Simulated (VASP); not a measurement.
Wanted: the native input for a VASP 6.6.1 run.

```
Task                   : single point
Functional             : PBEsol
Potentials or basis    : VASP PAW PBE potentials, release 64 (Ti_sv)
Cutoff                 : 520 eV
k mesh                 : 20 × 20 × 20
Occupations            : gaussian, width 0.15 eV
Spin                   : no spin polarisation
Dipole correction      : no
Further INCAR settings : ALGO = Fast; EDIFF = 1e-06; NBANDS = 12
```

The structure of Ti lies in POSCAR:

```
Ti
1.0
   -1.6410000000      1.6410000000      1.6163850000
    1.6410000000     -1.6410000000      1.6163850000
    1.6410000000      1.6410000000     -1.6163850000
Ti
1
Direct
    0.0000000000      0.0000000000      0.0000000000
```

This cell differs from its parent crystal: strain +0.000 along x and y, -0.015 along z.

One way to write it, as run:

INCAR

```
PREC = Accurate
ENCUT = 520
EDIFF = 1E-6
ISMEAR = 0
SIGMA = 0.15
LREAL = False
LASPH = True
NELM = 60
ALGO = Fast
ISIF = 2
LWAVE = False
LCHARG = True
GGA = PS
LELF = True
LVHAR = True
NBANDS = 12
```

KPOINTS

```
Automatic mesh
0
Gamma
  20 20 20
```

Potentials or basis: VASP PAW PBE potentials, release 64 (Ti_sv).

Run with:

```bash
$ cat potpaw_PBE.64/Ti_sv/POTCAR > POTCAR
$ mpirun -np 1 vasp_std > vasp.out
```

Results of the run:

| Property | Result |
| --- | --- |
| Pressure | -5.5 GPa |
| Band gap on the k mesh | zero (band 6 reaches 8.91 eV, above the bottom of band 7 at 7.28 eV) |

Caveat: the cell differs from its parent crystal (strain +0.000 along x and y, -0.015 along z); the PAW data sets were made with another functional, which shifts forces and pressure a little.

Run time: 82 s on 1 thread of Intel(R) Xeon(R) Platinum 8559C (Emerald Rapids) (shared host), peak memory 0.24 GiB.
